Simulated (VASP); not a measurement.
The system is Al3H2.

```
Al H
1.0
     2.86000    0.00000    0.00000
    -1.43000    2.47683    0.00000
     0.00000    0.00000    8.40000
Al H
3 2
Direct
  0.66667 0.33333 0.72500
  0.33333 0.66667 0.27500
  0.00000 0.00000 0.00000
  0.00000 0.00000 0.45500
  0.00000 0.00000 0.54500
```

| Property | Result |
| --- | --- |
| Program | VASP 6.6.1 |
| Task | relaxation of cell and atoms |
| Functional | PBE |
| Potentials or basis | VASP PAW PBE potentials, release 64 (Al, H) |
| Cutoff | 600 eV |
| k mesh | 6 × 6 × 2 |
| Occupations | gaussian, width 0.2 eV |
| Spin | no spin polarisation |

At the start: pressure 4.4 GPa; volume 11.90 Å³/atom.

Q: How do energy, volume and symmetry change on relaxing?

A: Over 27 steps the energy falls by 150.1 meV/atom and the volume is 15.70 Å³/atom (+31.9 %); space group P-3m1 (No. 164, to 0.1 Å) before and after.

The path:
| step | energy change (eV) | largest force (eV/Å) | pressure (GPa) | volume (Å³) |
| --- | --- | --- | --- | --- |
| 1 | 0.0000 | 2.6075 | 4.40 | 59.50 |
| 2 | -0.1347 | 0.6265 | -2.43 | 62.34 |
| 3 | -0.1980 | 0.4595 | -0.01 | 61.05 |
| 4 | -0.2161 | 0.3825 | 0.19 | 61.12 |
| 5 | -0.2444 | 0.2872 | 0.96 | 61.31 |
| 6 | -0.2620 | 0.3004 | 0.94 | 61.81 |
| 7 | -0.3222 | 0.2361 | 1.04 | 63.30 |
| 8 | -0.4328 | 0.7079 | 1.70 | 66.29 |
| 9 | 0.3256 | 11.9889 | 5.90 | 72.33 |
| 10 | -0.4184 | 1.5441 | 2.46 | 66.72 |
| 11 | -0.4212 | 1.5758 | 2.45 | 66.82 |
| 12 | -0.4286 | 1.6734 | 2.41 | 67.13 |
| 13 | -0.4405 | 1.8788 | 2.34 | 67.75 |
| 14 | -0.4533 | 2.3406 | 2.25 | 68.99 |
| 15 | -0.4787 | 2.0564 | 1.96 | 69.30 |
| 16 | -0.5419 | 1.2587 | 1.13 | 70.24 |
| 17 | -0.6164 | 0.0942 | -0.33 | 72.09 |
| 18 | -0.5916 | 2.0001 | -2.43 | 75.77 |
| 19 | -0.6307 | 1.0174 | -1.31 | 73.63 |
| 20 | -0.6457 | 1.0188 | -1.35 | 74.03 |
| 21 | -0.6828 | 0.9917 | -1.37 | 75.20 |
| 22 | -0.7319 | 0.7967 | -1.09 | 77.43 |
| 23 | -0.7073 | 0.1673 | 0.46 | 81.44 |
| 24 | -0.7476 | 0.4143 | -0.55 | 78.72 |
| 25 | -0.7479 | 0.3839 | -0.50 | 78.89 |
| 26 | -0.7501 | 0.1915 | -0.08 | 78.33 |
| 27 | -0.7507 | 0.0274 | -0.21 | 78.51 |

Final structure:
```yaml
crystal:
  lattice:
    - [2.80790, 0.00000, 0.00000]
    - [-1.40395, 2.43172, 0.00000]
    - [0.00000, 0.00000, 11.49780]
  atoms:
    - { symbol: Al, position: [0.66667, 0.33333, 0.79150] }
    - { symbol: Al, position: [0.33333, 0.66667, 0.20850] }
    - { symbol: Al, position: [0.00000, 0.00000, 0.00000] }
    - { symbol: H, position: [0.00000, 0.00000, 0.46726] }
    - { symbol: H, position: [0.00000, 0.00000, 0.53274] }
```

Caveat: the k points lie up to 0.43 Å⁻¹ apart in the final cell, too coarse for converged energies and pressures of a metal; the volume moved by over 15 % at a fixed basis, so the end points are rough.
